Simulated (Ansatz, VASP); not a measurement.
**One calculation of Nb, two programs**

INCAR

```
SYSTEM = Nb
ALGO = Fast
EDIFF = 1E-6
ENCUT = 520
GGA = PE
ISIF = 2
ISMEAR = 0
LASPH = .TRUE.
LCHARG = .FALSE.
LREAL = .FALSE.
LWAVE = .FALSE.
NBANDS = 12
NELM = 100
PREC = Accurate
SIGMA = 0.15
```

Contents of KPOINTS:

```
k-points
0
G
  22 22 22
  0 0 0
```

The input POSCAR:

```
Nb
1.0
   -2.0454810749      1.6848795480      1.6848795480
    1.6848795480     -2.0454810749      1.6848795480
    1.6848795480      1.6848795480     -2.0454810749
Nb
1
Direct
    0.0000000000      0.0000000000      0.0000000000
```

Input for Ansatz:

```yaml
crystal:
  lattice:
    - [-2.0454810749, 1.684879548, 1.684879548]
    - [1.684879548, -2.0454810749, 1.684879548]
    - [1.684879548, 1.684879548, -2.0454810749]
  atoms:
    - { symbol: Nb, position: [0.0, 0.0, 0.0] }
basis:
  ecutwfc: 420
kpoints:
  mp_grid: { grid: [22, 22, 22] }
hamiltonian:
  xc: pbe
scf:
  occupations: { method: gaussian, width: 0.15 }
output:
  forces: true
  stress: true
  eigenvalues: true
```

Alike in both runs: task single point; functional PBE; k mesh 22 × 22 × 22; occupations gaussian, width 0.15 eV; no spin polarisation.

|  | VASP | Ansatz |
| --- | --- | --- |
| version | VASP 6.6.1 | Ansatz 0.2.0 |
| potentials or method | VASP PAW PBE potentials, release 64 (Nb_sv), cutoff 520 eV | scalar-relativistic, plane waves, PAW |
| valence electrons in the cell | 13 | 13 |

```csv
,VASP,Ansatz,Ansatz less VASP
gap on the k mesh at the Fermi level (eV),none,none,-
pressure (GPa),14.8,15.0,+0.21
"traceless stress, the component that is largest in VASP (GPa)",25.89,25.81,-0.078
```

A gap of «none» marks a metal or a gap that the smearing closes. The functional is the same, so the differences come from potentials, cutoffs and numerics.
